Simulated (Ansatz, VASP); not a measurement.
# W in VASP and in Ansatz

Contents of INCAR:

```
PREC     = Accurate       # precision mode
ENCUT    = 520            # plane-wave cutoff, eV
EDIFF    = 1E-6           # SCF threshold, eV
ISMEAR   = -1             # smearing method
SIGMA    = 0.1            # smearing width, eV
LREAL    = F              # projectors in reciprocal space
LASPH    = T              # aspherical terms in the spheres
NELM     = 80             # most SCF steps
ALGO     = Normal         # electronic algorithm
ISIF     = 2              # what is computed and relaxed
LWAVE    = F              # write WAVECAR
LCHARG   = F              # write CHGCAR
GGA      = PE             # functional
NBANDS   = 13             # bands
```

The input KPOINTS:

```
regular mesh
0
Gamma
  16 16 16
```

The input POSCAR:

```
W
1.0
    2.2246693982      0.0000000000      0.0000000000
    0.0000000000      2.2246693982      0.0000000000
    0.0000000000      0.0000000000      2.2246693982
W
1
Direct
    0.0000000000      0.0000000000      0.0000000000
```

Input for Ansatz:

```yaml
crystal:
  lattice:
    - [2.2246693982, 0.0, 0.0]
    - [0.0, 2.2246693982, 0.0]
    - [0.0, 0.0, 2.2246693982]
  atoms:
    - { symbol: W, position: [0.0, 0.0, 0.0] }
kpoints:
  mp_grid: { grid: [16, 16, 16] }
scf:
  occupations: { method: fermi_dirac, width: 0.1 }
hamiltonian:
  xc: pbe
  pseudopotentials: { kind: all_electron, lapw: { basis_error: 0.001 } }
output:
  forces: true
  stress: true
  eigenvalues: true
  populations: true
```

Change from the starting cell: volume scaled by 0.6, LAPW.

Alike in both runs: task single point; functional PBE; k mesh 16 × 16 × 16; occupations fermi-dirac, width 0.1 eV; no spin polarisation.

|  | VASP | Ansatz |
| --- | --- | --- |
| version | VASP 6.6.1 | Ansatz 0.2.0 |
| potentials or method | VASP PAW PBE potentials, release 64 (W_sv), cutoff 520 eV | all-electron LAPW, scalar-relativistic |

```csv
,VASP,Ansatz,Ansatz less VASP
pressure (GPa),323.4,307.3,-16.04
```

Both programs put the cell under a high pressure, so it lies far from rest at this level. Ansatz ran all-electron here, and VASP with PAW potentials.

Spin-orbit coupling is off throughout. Noted on VASP's run: the cell as given lies far from equilibrium.
